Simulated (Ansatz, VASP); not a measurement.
# Ge: VASP beside Ansatz

```
Ge
1.0
     3.79705    0.00000    0.00000
    -1.89853    3.28834    0.00000
     0.00000    0.00000    6.24934
Ge
4
Direct
  0.00000 0.00000 0.07115
  0.00000 0.00000 0.57115
  0.33333 0.66667 0.82115
  0.66667 0.33333 0.32115
```

Alike in both runs: task single point; functional PBEsol; k mesh 12 × 12 × 6; occupations gaussian, width 0.15 eV; no spin polarisation.

|  | VASP | Ansatz |
| --- | --- | --- |
| version | VASP 6.6.1 | Ansatz 0.2.0 |
| potentials or method | VASP PAW PBE potentials, release 64 (Ge_d), cutoff 520 eV | scalar-relativistic, plane waves, PAW |
| valence electrons in the cell | 56 | 56 |

```csv
,VASP,Ansatz,Ansatz less VASP
gap on the k mesh at the Fermi level (eV),none,none,-
pressure (GPa),0.0,0.0,+0.01
"traceless stress, the component that is largest in VASP (GPa)",-0.12,-0.13,-0.010
```

VASP's potentials were made for PBE, not for PBEsol. A gap of «none» marks a metal or a gap that the smearing closes. Ansatz's warnings: structure snapped to symmetry.
